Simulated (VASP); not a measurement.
# KI (Fm-3m) in VASP: further runs

Aim: see how the results for KI move with the level of theory and the settings. Levels: PBE, BLYP. Tasks: single point.

Everything below comes from runs of VASP 6.6.1. Logs are shortened: lines on timing, memory, paths and dates and some standing lists are left out, and cuts for length are marked.

## (1) The cell of the first run

The structure is cubic, space group Fm-3m (No. 225). The conventional cell has a = 7.085 Å, b = 7.085 Å, c = 7.085 Å, α = 90.00°, β = 90.00°, γ = 90.00°. Within 4.7 Å of K (site symmetry m-3m) lie 6 I at 3.54 Å. I (site symmetry m-3m) has 6 K at 3.54 Å within 4.7 Å.

## (2) Single point, PBE

Input file INCAR:

```
SYSTEM = KI
PREC = Accurate
ENCUT = 500
EDIFF = 1E-6
ISMEAR = 0
SIGMA = 0.1
LREAL = .False.
LASPH = .True.
NELM = 120
ALGO = Normal
ISIF = 2
LWAVE = .False.
LCHARG = .False.
GGA = PE
NBANDS = 15
GGA_COMPAT = .False.
```

Input file KPOINTS:

```
Automatic mesh
0
Gamma
  3 3 3
  0 0 0
```

Input file POSCAR:

```
KI
1.0
    0.0000000000      3.5424356157      3.5424356157
    3.5424356157      0.0000000000      3.5424356157
    3.5424356157      3.5424356157      0.0000000000
K I
1 1
Direct
    0.0000000000      0.0000000000      0.0000000000
    0.5000000000      0.5000000000      0.5000000000
```

Potentials or basis: VASP PAW PBE potentials, release 64 (K_sv, I).

Started as:

```
$ cat potpaw_PBE.64/K_sv/POTCAR potpaw_PBE.64/I/POTCAR > POTCAR
$ mpirun -np 1 vasp_std > vasp.out
```

OUTCAR:

```text
SYSTEM = KI
   PREC = Accurate
   ENCUT = 500
   EDIFF = 1E-6
   ISMEAR = 0
   LREAL = .False.
   LASPH = .True.
   NELM = 120
   ISIF = 2
   GGA = PE

 ion  position               nearest neighbor table
   1  0.000  0.000  0.000-   2 3.54   2 3.54   2 3.54   2 3.54   2 3.54   2 3.54
   2  0.500  0.500  0.500-   1 3.54   1 3.54   1 3.54   1 3.54   1 3.54   1 3.54

  LATTYP: Found a face centered cubic cell.
 ALAT       =     7.0848712314

  Lattice vectors:

 A1 = (   0.0000000000,   3.5424356157,   3.5424356157)
 A2 = (   3.5424356157,   0.0000000000,   3.5424356157)
 A3 = (   3.5424356157,   3.5424356157,   0.0000000000)

Analysis of symmetry for initial positions (statically):
=====================================================================
 Subroutine PRICEL returns:
 Original cell was already a primitive cell.

 Routine SETGRP: Setting up the symmetry group for a
 face centered cubic supercell.

 Subroutine GETGRP returns: Found 48 space group operations
 (whereof 48 operations were pure point group operations)
 out of a pool of 48 trial point group operations.

The static configuration has the point symmetry O_h .

Analysis of symmetry for dynamics (positions and initial velocities):
=====================================================================
 Subroutine PRICEL returns:
 Original cell was already a primitive cell.

 Routine SETGRP: Setting up the symmetry group for a
 face centered cubic supercell.

 Subroutine GETGRP returns: Found 48 space group operations
 (whereof 48 operations were pure point group operations)
 out of a pool of 48 trial point group operations.

The dynamic configuration has the point symmetry O_h .

 Subroutine INISYM returns: Found 48 space group operations
 (whereof 48 operations are pure point group operations),
 and found     1 'primitive' translations

----------------------------------------------------------------------------------------

                                     Primitive cell

  volume of cell :      88.9070

  direct lattice vectors                    reciprocal lattice vectors
     0.000000000  3.542435616  3.542435616    -0.141145826  0.141145826  0.141145826
     3.542435616  0.000000000  3.542435616     0.141145826 -0.141145826  0.141145826
     3.542435616  3.542435616  0.000000000     0.141145826  0.141145826 -0.141145826

  length of vectors
     5.009760492  5.009760492  5.009760492     0.244471741  0.244471741  0.244471741

  position of ions in fractional coordinates (direct lattice)
     0.000000000  0.000000000  0.000000000
     0.500000000  0.500000000  0.500000000

  ion indices of the primitive-cell ions
[... 67 lines left out ...]
   EMIN   =  10.00;   EMAX   =-10.00  energy-range for DOS
   EFERMI =   0.00;   METHOD = LEGACY
   ISMEAR =     0;   SIGMA  =   0.10  broadening in eV -4-tet -1-fermi 0-gaus
   EFERMI_NEDOS =   21; number of points for ismear=-14 and -15
   IALGO  =     38    algorithm
   IMIX   =      4    mixing-type and parameters
     AMIX     =   0.40;   BMIX     =  1.00
     AMIX_MAG =   1.60;   BMIX_MAG =  1.00
  volume/ion in A,a.u.               =      44.45       299.99
  Fermi-wavevector in a.u.,A,eV,Ry     =   0.924279  1.746633 11.623332  0.854291
  Thomas-Fermi vector in A             =   2.050007
   LORBIT       =      0    0 simple, 1 ext, 2 COOP (PROOUT), +10 PAW based schemes
   GGA     = PE    functional components
   LHFCALC =     F    Hartree Fock is set to
   AEXX    =    0.0000 exact exchange contribution
   IVDW    =     0    specifies the selected vdW correction
   LEPSILON=     F    determine dielectric tensor
   LRPA    =     F    only Hartree local field effects (RPA)
 non-spin polarized calculation
 Gauss-broadening in eV      SIGMA  =   0.10
  energy-cutoff  :      500.00
  volume of cell :       88.91
 maximum number of plane-waves:      2285
 NGX is ok and might be reduce to    40
   NGX = 19   NGY = 19   NGZ = 19

 number of electron      15.9999999 magnetization

 Free energy of the ion-electron system (eV)
  ---------------------------------------------------
  ext. energy  EPLUGINS =         0.00000000
  ---------------------------------------------------
  free energy    TOTEN  =        -5.54955441 eV

  energy without entropy =       -5.54955441  energy(sigma->0) =       -5.54955441

 E-fermi :   0.0950     XC(G=0):  -7.1415

 val. band max:       -0.4495802669   @ k =   0.0000   0.0000   0.0000
 cond. band min:       3.4914434075   @ k =   0.0000   0.0000   0.0000
 fundamental gap:      3.9410236744
 Fermi energy:         0.0949727744

 k-point     1 :       0.0000    0.0000    0.0000
  band No.  band energies     occupation
      1     -28.9783      2.00000
      2     -12.4645      2.00000
      3     -12.4645      2.00000
      4     -12.4645      2.00000
      5     -10.9371      2.00000
      6      -0.4496      2.00000
      7      -0.4496      2.00000
      8      -0.4496      2.00000
      9       3.4914      0.00000
     10       6.0448      0.00000
     11       6.0448      0.00000
     12       6.0448      0.00000
     13       6.7548      0.00000
     14       6.7548      0.00000
[... 41 lines left out ...]
      2     -12.5426      2.00000
      3     -12.4954      2.00000
      4     -12.4729      2.00000
      5     -10.7235      2.00000
      6      -1.3516      2.00000
      7      -1.1931      2.00000
      8      -0.8218      2.00000
      9       5.5279      0.00000
     10       6.5156      0.00000
     11       6.7149      0.00000
     12       7.7331      0.00000
     13       8.0802      0.00000
     14       8.3085      0.00000
     15       9.6199      0.00000

------------------------ aborting loop because EDIFF is reached ----------------------------------------

  FORCE on cell =-STRESS in cart. coord.  units (eV):
  Direction    XX          YY          ZZ          XY          YZ          ZX
  --------------------------------------------------------------------------------------
  -------------------------------------------------------------------------------------
  Total        0.3194329      0.3194329      0.3194329     -0.0000000      0.0000000     -0.0000000
  in kB        5.7564455      5.7564455      5.7564455     -0.0000000      0.0000000     -0.0000000
  external PRESSURE =       5.7564455 kB  Pullay stress =       0.0000000 kB

 VOLUME and BASIS-vectors are now :
 -----------------------------------------------------------------------------
  energy-cutoff  :      500.00
  volume of cell :       88.91
      direct lattice vectors                 reciprocal lattice vectors
     0.000000000  3.542435616  3.542435616    -0.141145826  0.141145826  0.141145826
     3.542435616  0.000000000  3.542435616     0.141145826 -0.141145826  0.141145826
     3.542435616  3.542435616  0.000000000     0.141145826  0.141145826 -0.141145826

 POSITION                                       TOTAL-FORCE (eV/Angst)
 -----------------------------------------------------------------------------------
      0.00000      0.00000      0.00000         0.000000      0.000000      0.000000
      3.54244      3.54244      3.54244        -0.000000     -0.000000     -0.000000
 -----------------------------------------------------------------------------------
    total drift:                                0.000000     -0.000000     -0.000000

  FREE ENERGIE OF THE ION-ELECTRON SYSTEM (eV)
  ---------------------------------------------------
  free  energy   TOTEN  =        -5.5495544066 eV

  energy  without entropy=       -5.5495544066  energy(sigma->0) =       -5.54955441
```

OSZICAR:

```text
N       E                     dE             d eps       ncg     rms          rms(c)
DAV:   1     0.920443593280E+02    0.92044E+02   -0.64444E+03   120   0.891E+02
DAV:   2     0.109723100839E+00   -0.91935E+02   -0.86573E+02   155   0.211E+02
DAV:   3    -0.531073134945E+01   -0.54205E+01   -0.54028E+01   155   0.454E+01
DAV:   4    -0.563100268921E+01   -0.32027E+00   -0.32020E+00   196   0.958E+00
DAV:   5    -0.563384359808E+01   -0.28409E-02   -0.28409E-02   162   0.941E-01    0.301E+00
DAV:   6    -0.554779140101E+01    0.86052E-01   -0.96093E-02   148   0.180E+00    0.214E+00
DAV:   7    -0.554341983237E+01    0.43716E-02   -0.11561E-01   162   0.170E+00    0.797E-01
DAV:   8    -0.554898122170E+01   -0.55614E-02   -0.12883E-02   128   0.713E-01    0.138E-01
DAV:   9    -0.554934049755E+01   -0.35928E-03   -0.65517E-04   148   0.146E-01    0.717E-02
DAV:  10    -0.554951253934E+01   -0.17204E-03   -0.13766E-04   128   0.683E-02    0.179E-02
DAV:  11    -0.554955393760E+01   -0.41398E-04   -0.46486E-05   127   0.386E-02    0.167E-02
DAV:  12    -0.554955440657E+01   -0.46897E-06   -0.37954E-06   154   0.132E-02
   1 F= -.55495544E+01 E0= -.55495544E+01  d E =-.829269E-15
```

stdout:

```text
POSCAR found type information on POSCAR K I
 POSCAR found :  2 types and       2 ions
 scaLAPACK will be used
 LDA part: xc-table for (Slater+PW92), standard interpolation
 POSCAR, INCAR and KPOINTS ok, starting setup
 FFT: planning ... GRIDC
 FFT: planning ... GRID_SOFT
 FFT: planning ... GRID
 WAVECAR not read
 entering main loop
```

Run time: 6.9 s. Hardware: 1 thread of Intel Xeon Platinum 8488C (Sapphire Rapids), shared host; peak memory 0.22 GiB.

Results:

```
Free energy            : -5.5496 eV
Pressure               : 0.6 GPa
Band gap on the k mesh : 3.94 eV, direct
```

Caveat: the k points lie up to 0.51 Å⁻¹ apart; spin-orbit coupling is left out, which moves the levels of the heavy elements. A hybrid or GW would open this gap; PBE tends to underestimate it.

## (3) Single point, PBE

This run uses another cell than the first one, of 52.46 Å³/atom, 1.180 times its volume.

Input file INCAR:

```
SYSTEM = KI
PREC     = Accurate       ! precision mode
ENCUT    = 500            ! plane-wave cutoff, eV
EDIFF    = 1E-6           ! SCF threshold, eV
ISMEAR   = 0              ! smearing method
SIGMA    = 0.1            ! smearing width, eV
LREAL    = .FALSE.        ! projectors in reciprocal space
LASPH    = .TRUE.         ! aspherical terms in the spheres
NELM     = 120            ! most SCF steps
ALGO     = Normal         ! electronic algorithm
ISIF     = 2              ! what is computed and relaxed
LWAVE    = .FALSE.        ! write WAVECAR
LCHARG   = .TRUE.         ! write CHGCAR
GGA      = PE             ! functional
LELF     = .TRUE.         ! ELF
LVHAR    = .TRUE.       
NBANDS   = 15             ! bands
GGA_COMPAT= .FALSE.
```

Input file KPOINTS:

```
Automatic mesh
0
G
  2 2 2
  0 0 0
```

Input file POSCAR:

```
KI
1.0
    0.0000000000      3.7433689588      3.7433689588
    3.7433689588      0.0000000000      3.7433689588
    3.7433689588      3.7433689588      0.0000000000
K I
1 1
Direct
    0.0000000000      0.0000000000      0.0000000000
    0.5000000000      0.5000000000      0.5000000000
```

Potentials or basis: VASP PAW PBE potentials, release 64 (K_sv, I).

Started as:

```
$ cat potpaw_PBE.64/K_sv/POTCAR potpaw_PBE.64/I/POTCAR > POTCAR
$ mpirun -np 1 vasp_std > vasp.out
```

It took 8 s on 1 thread of Intel Xeon Platinum 8488C (Sapphire Rapids), shared host; peak memory 0.22 GiB.

The run converged. Its results:

```
Free energy            : -5.4276 eV
Pressure               : -0.6 GPa
Band gap on the k mesh : 3.57 eV, direct
```

Levels at points of the mesh, in eV from the valence-band top:
```csv
k point,band 5,band 6,band 7,band 8,band 9,band 10,band 11,band 12
"(0.00, 0.00, 0.00)",-10.26,0.00,0.00,0.00,3.57,6.46,6.46,6.46
"(0.50, 0.00, 0.00)",-10.14,-0.98,-0.22,-0.22,5.29,7.07,7.74,7.74
"(0.50, 0.50, 0.00)",-10.18,-0.76,-0.28,-0.28,5.11,5.31,7.80,7.96
```

Caveat: the k points lie up to 0.73 Å⁻¹ apart; spin-orbit coupling is left out, which moves the levels of the heavy elements.

(Part 1 of 2 ends here.)
